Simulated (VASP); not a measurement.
Input of a VASP 6.6.1 run:

The input INCAR:

```
PREC     = Accurate       # precision mode
ENCUT    = 520            # plane-wave cutoff, eV
EDIFF    = 1E-6           # SCF threshold, eV
ISMEAR   = -1             # smearing method
SIGMA    = 0.2            # smearing width, eV
LREAL    = F              # projectors in reciprocal space
LASPH    = T              # aspherical terms in the spheres
NELM     = 80             # most SCF steps
ALGO     = Normal         # electronic algorithm
ISIF     = 2              # what is computed and relaxed
LWAVE    = F              # write WAVECAR
LCHARG   = F              # write CHGCAR
GGA      = CA             # functional
NBANDS   = 13             # bands
```

Contents of KPOINTS:

```
regular mesh
0
Gamma
  14 14 14
```

Contents of POSCAR:

```
W
1.0
   -1.5676867250      1.5676867250      1.5676867250
    1.5676867250     -1.5676867250      1.5676867250
    1.5676867250      1.5676867250     -1.5676867250
W
1
Direct
    0.0000000000      0.0000000000      0.0000000000
```

Potentials or basis: VASP PAW LDA potentials, release 64 (W_sv).

Launch:

```sh
$ cat potpaw_LDA.64/W_sv/POTCAR > POTCAR
$ mpirun -np 1 vasp_std > vasp.out
```

**Question.** Predict the pressure.

**Answer.** 2.1 GPa.

**Question.** Estimate the band gap on the k mesh.

**Answer.** Zero (band 7 reaches 17.09 eV, above the bottom of band 8 at 10.43 eV).

Caveat: spin-orbit coupling is left out, which moves the levels of the heavy elements.
